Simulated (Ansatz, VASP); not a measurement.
**PbSe in VASP and in Ansatz**

```xyz
2
Lattice="0.0000 2.8265 3.0103 3.0103 0.0000 3.0103 3.0103 2.8265 0.0000" Properties=species:S:1:pos:R:3 pbc="T T T"
Pb    0.0000    0.0923    0.0000
Se    3.0103    2.7342    3.0103
```

Alike in both runs: task single point; functional PBEsol; k mesh 10 × 10 × 10; occupations gaussian, width 0.05 eV; no spin polarisation.

|  | VASP | Ansatz |
| --- | --- | --- |
| version | VASP 6.6.1 | Ansatz 0.2.0 |
| potentials or method | VASP PAW PBE potentials, release 64 (Pb_d, Se), cutoff 520 eV | scalar-relativistic, plane waves, PAW |
| valence electrons in the cell | 20 | 30 |

Ansatz gave:

- gap on the k mesh at the Fermi level (eV): 0.63
- least direct gap on the mesh (eV): 0.63
- pressure (GPa): 8.8
- traceless stress, the component that is largest in VASP (GPa): 11.05
- rms of the force components (eV/Å): 0.523

**Question.** Which values does VASP return?

**Answer.** gap on the k mesh at the Fermi level (eV): 0.63; least direct gap on the mesh (eV): 0.64; pressure (GPa): 8.8; traceless stress, the component that is largest in VASP (GPa): 11.10; rms of the force components (eV/Å): 0.530.

VASP's potentials were made for PBE, not for PBEsol. Atom by atom the forces differ by 0.006 eV/Å (rms over components). The functional is the same, so the differences come from potentials, cutoffs and numerics. VASP's potentials hold 20 valence electrons a cell and Ansatz's 30, so a difference there can come from the potentials and not from the codes.

Neither program's run includes spin-orbit coupling.
